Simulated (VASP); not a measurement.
# C in VASP: single point with PBE+D3(BJ)

Aim: the single point of C with PBE+D3(BJ).

Everything below comes from runs of VASP 6.6.1. Logs are shortened: lines on timing, memory, paths and dates and some standing lists are left out, and cuts for length are marked.

### Step 1. The cell of the first run

The cell holds a slab with vacuum, 4 atoms: a = 2.466 Å, b = 2.466 Å, c = 17.500 Å, α = 90.00°, β = 90.00°, γ = 120.00°.

### Step 2. Single point, PBE+D3(BJ) (layers slid over each other)

File INCAR:

```
SYSTEM = C
  PREC = Accurate
  ENCUT = 520
  EDIFF = 1E-7
  ISMEAR = 0
  SIGMA = 0.1
  LREAL = .False.
  LASPH = .True.
  NELM = 80
  ALGO = Normal
  ISIF = 2
  LWAVE = .False.
  LCHARG = .False.
  LDIPOL = .True.
  IDIPOL = 3
  DIPOL = 0.5 0.5 0.355
  GGA = PE
  IVDW = 12
  NBANDS = 16
```

File KPOINTS:

```
Automatic mesh
0
Gamma
  15 15 1
  0 0 0
```

File POSCAR:

```
C
1.0
    2.4656524412      0.0000000000      0.0000000000
   -1.2328262206      2.1353176510      0.0000000000
    0.0000000000      0.0000000000     17.5000663888
C
4
Direct
    0.6666666667      0.3333333333      0.2571437785
    0.3333333333      0.6666666667      0.2571418816
    0.6666666667      0.8333333333      0.4520020789
    0.3333333333      1.1666666667      0.4520001821
```

Potentials or basis: VASP PAW PBE potentials, release 64 (C).

The run is started by

```bash
cat potpaw_PBE.64/C/POTCAR > POTCAR
mpirun -np 1 vasp_std > vasp.out
```

OUTCAR:

```text
SYSTEM = C
   PREC = Accurate
   ENCUT = 520
   EDIFF = 1E-7
   ISMEAR = 0
   LREAL = .False.
   LASPH = .True.
   NELM = 80
   ISIF = 2
   GGA = PE
   IVDW = 12
 IVDW          = 12

 ion  position               nearest neighbor table
   1  0.667  0.333  0.257-   2 1.42   2 1.42   2 1.42
   2  0.333  0.667  0.257-   1 1.42   1 1.42   1 1.42
   3  0.667  0.833  0.452-   4 1.42   4 1.42   4 1.42
   4  0.333  0.167  0.452-   3 1.42   3 1.42   3 1.42

  LATTYP: Found a hexagonal cell.
 ALAT       =     2.4656524412
 C/A-ratio  =     7.0975398221

  Lattice vectors:

 A1 = (   2.4656524412,   0.0000000000,   0.0000000000)
 A2 = (  -1.2328262206,   2.1353176510,   0.0000000000)
 A3 = (   0.0000000000,   0.0000000000,  17.5000663888)

Analysis of symmetry for initial positions (statically):
=====================================================================
 Subroutine PRICEL returns:
 Original cell was already a primitive cell.

 Routine SETGRP: Setting up the symmetry group for a
 hexagonal supercell.

 Subroutine GETGRP returns: Found  8 space group operations
 (whereof  4 operations were pure point group operations)
 out of a pool of 24 trial point group operations.

The static configuration has the point symmetry C_2v.
 The point group associated with its full space group is D_2h.

Analysis of symmetry for dynamics (positions and initial velocities):
=====================================================================
 Subroutine PRICEL returns:
 Original cell was already a primitive cell.

 Routine SETGRP: Setting up the symmetry group for a
 hexagonal supercell.

 Subroutine GETGRP returns: Found  8 space group operations
 (whereof  4 operations were pure point group operations)
 out of a pool of 24 trial point group operations.

The dynamic configuration has the point symmetry C_2v.
 The point group associated with its full space group is D_2h.

 Subroutine INISYM returns: Found  8 space group operations
 (whereof  4 operations are pure point group operations),
 and found     1 'primitive' translations

----------------------------------------------------------------------------------------

                                     Primitive cell

  volume of cell :      92.1370

  direct lattice vectors                    reciprocal lattice vectors
     2.465652441  0.000000000  0.000000000     0.405572166  0.234157199  0.000000000
    -1.232826221  2.135317651  0.000000000     0.000000000  0.468314398  0.000000000
     0.000000000  0.000000000 17.500066389     0.000000000  0.000000000  0.057142640

  length of vectors
     2.465652441  2.465652441 17.500066389     0.468314398  0.468314398  0.057142640

  position of ions in fractional coordinates (direct lattice)
     0.666666667  0.333333333  0.257143779
     0.333333333  0.666666667  0.257141882
     0.666666667  0.833333333  0.452002079
     0.333333333  0.166666667  0.452000182

  ion indices of the primitive-cell ions
   primitive index   ion index
                 1           1
                 2           2
                 3           3
                 4           4

----------------------------------------------------------------------------------------

 KPOINTS: Automatic mesh

Automatic generation of k-mesh.
 Grid dimensions read from file:
 generate k-points for:   15   15    1

 Generating k-lattice:

  Cartesian coordinates                     Fractional coordinates (reciprocal lattice)
     0.027038144  0.015610480  0.000000000     0.066666667  0.000000000  0.000000000
     0.000000000  0.031220960  0.000000000     0.000000000  0.066666667  0.000000000
     0.000000000  0.000000000  0.057142640     0.000000000  0.000000000  1.000000000

  Length of vectors
     0.031220960  0.031220960  0.057142640

  Shift w.r.t. Gamma in fractional coordinates (k-lattice)
     0.000000000  0.000000000  0.000000000

 Subroutine IBZKPT returns following result:
 ===========================================

 Found     64 irreducible k-points:

 Following reciprocal coordinates:
            Coordinates               Weight
  0.000000  0.000000  0.000000      1.000000
  0.066667  0.000000  0.000000      2.000000
  0.000000  0.066667  0.000000      4.000000
  0.133333  0.000000  0.000000      2.000000
  0.000000  0.133333  0.000000      4.000000
  0.200000  0.000000  0.000000      2.000000
[... 16 lines left out ...]
 -0.266667  0.200000  0.000000      4.000000
  0.266667  0.066667  0.000000      4.000000
 [... further k-points ...]
   k-points           NKPTS =     64   k-points in BZ     NKDIM =     64   number of bands    NBANDS=     16
   number of dos      NEDOS =    301   number of ions     NIONS =      4
   total plane-waves  NPLWV =  45360
   dimension x,y,z NGX =    18 NGY =   18 NGZ =  140
   dimension x,y,z NGXF=    36 NGYF=   36 NGZF=  280
   ions per type =               4
   NGX,Y,Z   is equivalent  to a cutoff of  12.14, 12.14, 13.30 a.u.
   NGXF,Y,Z  is equivalent  to a cutoff of  24.27, 24.27, 26.60 a.u.
 SYSTEM =  C
   PREC   = accura    normal or accurate (medium, high low for compatibility)
   ISTART =      0    job   : 0-new  1-cont  2-samecut
   ICHARG =      2    charge: 1-file 2-atom 10-const
   ISPIN  =      1    spin polarized calculation?
   LNONCOLLINEAR =      F non collinear calculations
   LSORBIT =      F    spin-orbit coupling
   LASPH  =      T    aspherical Exc in radial PAW
   ENCUT  =  520.0 eV  38.22 Ry    6.18 a.u.   4.58  4.58 32.54*2*pi/ulx,y,z
   NELM   =     80;   NELMIN=  2; NELMDL= -5     # of ELM steps
   EDIFF  = 0.1E-06   stopping-criterion for ELM
   LREAL  =      F    real-space projection
   EDIFFG = 0.1E-05   stopping-criterion for IOM
   NSW    =      0    number of steps for IOM
   IBRION =     -1    ionic relax: 0-MD 1-quasi-New 2-CG
   NFREE  =      0    steps in history (QN), initial steepest desc. (CG)
   ISIF   =      2    stress and relaxation
   ISYM   =      2    0-nonsym 1-usesym 2-fastsym
   POTIM  = 0.5000    time-step for ionic-motion
   TEBEG  =    0.0;   TEEND  =   0.0 temperature during run
   PSTRESS=    0.0 pullay stress
   NELECT =      16.0000    total number of electrons
   NUPDOWN=      -1.0000    fix difference up-down
   EMIN   =  10.00;   EMAX   =-10.00  energy-range for DOS
   EFERMI =   0.00;   METHOD = LEGACY
   ISMEAR =     0;   SIGMA  =   0.10  broadening in eV -4-tet -1-fermi 0-gaus
   EFERMI_NEDOS =   21; number of points for ismear=-14 and -15
   IALGO  =     38    algorithm
   IMIX   =      4    mixing-type and parameters
     AMIX     =   0.40;   BMIX     =  1.00
     AMIX_MAG =   1.60;   BMIX_MAG =  1.00
  volume/ion in A,a.u.               =      23.03       155.44
  Fermi-wavevector in a.u.,A,eV,Ry     =   0.913349  1.725980 11.350070  0.834207
  Thomas-Fermi vector in A             =   2.037850
   LORBIT       =      0    0 simple, 1 ext, 2 COOP (PROOUT), +10 PAW based schemes
   GGA     = PE    functional components
   LHFCALC =     F    Hartree Fock is set to
   AEXX    =    0.0000 exact exchange contribution
   IVDW    =    12    specifies the selected vdW correction
   LEPSILON=     F    determine dielectric tensor
   LRPA    =     F    only Hartree local field effects (RPA)
 non-spin polarized calculation
 Gauss-broadening in eV      SIGMA  =   0.10
  energy-cutoff  :      520.00
  volume of cell :       92.14
 maximum number of plane-waves:      2516
   NGX =  9   NGY =  9   NGZ = 65

 dipolmoment           0.000000      0.000000      0.000054 electrons x Angstroem

 number of electron      15.9999995 magnetization

 dipolmoment           0.000000      0.000000     -0.000130 electrons x Angstroem

 Free energy of the ion-electron system (eV)
  ---------------------------------------------------
  ext. energy  EPLUGINS =         0.00000000
  ---------------------------------------------------
  free energy    TOTEN  =       -36.87654931 eV

  energy without entropy =      -36.87619682  energy(sigma->0) =      -36.87637307

 E-fermi :  -0.8386     XC(G=0):  -4.4435

 val. band max:       -0.9408590277   @ k =   0.3333   0.3333   0.0000
 cond. band min:      -0.7363033530   @ k =   0.3333   0.3333   0.0000
 fundamental gap:      0.2045556747
 Fermi energy:        -0.8385774620

 k-point     1 :       0.0000    0.0000    0.0000
  band No.  band energies     occupation
      1     -20.4150      2.00000
      2     -20.2823      2.00000
      3      -8.8844      2.00000
      4      -7.9867      2.00000
      5      -3.8724      2.00000
      6      -3.8679      2.00000
[... 8 lines left out ...]
     15       7.4799      0.00000
     16       7.4950      0.00000

 k-point     2 :       0.0667    0.0000    0.0000
  band No.  band energies     occupation
      1     -20.3095      2.00000
      2     -20.1776      2.00000
      3      -8.7574      2.00000
      4      -7.8632      2.00000
      5      -4.2944      2.00000
      6      -4.2848      2.00000
[... 8 lines left out ...]
     15       7.5444      0.00000
     16       7.9166      0.00000

 k-point     3 :       0.0000    0.0667    0.0000
  band No.  band energies     occupation
      1     -20.3095      2.00000
      2     -20.1776      2.00000
      3      -8.7572      2.00000
      4      -7.8634      2.00000
      5      -4.2964      2.00000
      6      -4.2822      2.00000
[... 8 lines left out ...]
     15       7.5580      0.00000
     16       7.9399      0.00000
[... 362 lines left out ...]
 k-point    23 :      -0.2667    0.2000    0.0000
  band No.  band energies     occupation
      1     -19.0533      2.00000
      2     -18.9318      2.00000
      3      -7.8599      2.00000
      4      -7.8243      2.00000
      5      -7.2587      2.00000
      6      -6.4158      2.00000
[... 8 lines left out ...]
     15       7.5119      0.00000
     16       7.7656      0.00000

 k-point    24 :       0.2667    0.0667    0.0000
  band No.  band energies     occupation
      1     -18.2279      2.00000
      2     -18.1125      2.00000
      3      -9.5833      2.00000
      4      -9.5343      2.00000
      5      -6.6821      2.00000
      6      -6.6571      2.00000
[... 8 lines left out ...]
     15       7.5491      0.00000
     16       8.5931      0.00000

 [... further k-points ...]

------------------------ aborting loop because EDIFF is reached ----------------------------------------

 vacuum level on the upper side and lower side of the slab       (xc-potential included)        -0.059        -0.054

 Edisp (eV)   -0.47420

 E8    (eV) :    -0.1415

  FORCE on cell =-STRESS in cart. coord.  units (eV):
  Direction    XX          YY          ZZ          XY          YZ          ZX
  --------------------------------------------------------------------------------------
  -------------------------------------------------------------------------------------
  Total       0.10524     0.13270    -0.01812    -0.02378     0.00000     0.00000
  in kB       1.83009     2.30752    -0.31509    -0.41347     0.00000     0.00000
  external pressure =        1.27 kB  Pullay stress =        0.00 kB

 VOLUME and BASIS-vectors are now :
 -----------------------------------------------------------------------------
  energy-cutoff  :      520.00
  volume of cell :       92.14
      direct lattice vectors                 reciprocal lattice vectors
     2.465652441  0.000000000  0.000000000     0.405572166  0.234157199  0.000000000
    -1.232826221  2.135317651  0.000000000     0.000000000  0.468314398  0.000000000
     0.000000000  0.000000000 17.500066389     0.000000000  0.000000000  0.057142640

 POSITION                                       TOTAL-FORCE (eV/Angst)
 -----------------------------------------------------------------------------------
      1.23283      0.71177      4.50003        -0.001920     -0.001108     -0.001045
     -0.00000      1.42355      4.50000         0.001920      0.001108     -0.001045
      0.61641      1.77943      7.91007        -0.001920     -0.001108      0.001045
      0.61641      0.35589      7.91003         0.001920      0.001108      0.001045
 -----------------------------------------------------------------------------------
    total drift:                               -0.000000     -0.000000     -0.029649

  FREE ENERGIE OF THE ION-ELECTRON SYSTEM (eV)
  ---------------------------------------------------
  free  energy   TOTEN  =       -37.3507533185 eV

  energy  without entropy=      -37.3504008286  energy(sigma->0) =      -37.35057707

 vacuum level on the upper side and lower side of the slab         3.387         3.392
```

It took 74 s on 1 thread of AMD EPYC 9R45 (Zen 5), shared host; peak memory 0.21 GiB.

What came out:

```yaml
Free_energy: -37.3508 eV
Dispersion_energy_per_atom: -0.119 eV
```

Forces in eV/Å, atoms in the order of the input:
```
C   -0.002 -0.001 -0.001
C    0.002  0.001 -0.001
C   -0.002 -0.001  0.001
C    0.002  0.001  0.001
```

Caveat: the cell differs from its parent crystal (layers slid over each other).
